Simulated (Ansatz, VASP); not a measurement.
# Two plane-wave programs on ReP2

```
Re P
1.0
     4.37778    0.00000    0.00000
    -2.18889    3.79127    0.00000
     0.00000    0.00000    2.60583
Re P
1 2
Cartesian
  0.0000 0.0000 1.3029
  0.0000 2.5275 1.3029
  2.1889 1.2638 1.3029
```

Alike in both runs: functional PBE; k mesh 6 × 6 × 6; occupations gaussian, width 0.1 eV; no spin polarisation.

Ansatz relaxed the structure, and its values are those at the end. VASP's run is a single point on that final structure, the one shown.

```csv
,VASP,Ansatz
version,VASP 6.6.1,Ansatz 0.2.0
potentials or method,"VASP PAW PBE potentials, release 64 (Re_sv_GW, P), cutoff 500 eV","scalar-relativistic, plane waves, PAW"
valence electrons in the cell,25,25
```

|  | VASP | Ansatz | Ansatz less VASP |
| --- | --- | --- | --- |
| gap on the k mesh at the Fermi level (eV) | none | none | - |
| pressure (GPa) | -0.9 | 0.1 | +1.03 |

A gap of «none» marks a metal or a gap that the smearing closes. With one functional, cell and mesh, what is left measures potentials, basis and numerics.

The k mesh is coarse, so the values compare programs but aren't converged. Neither program's run includes spin-orbit coupling.
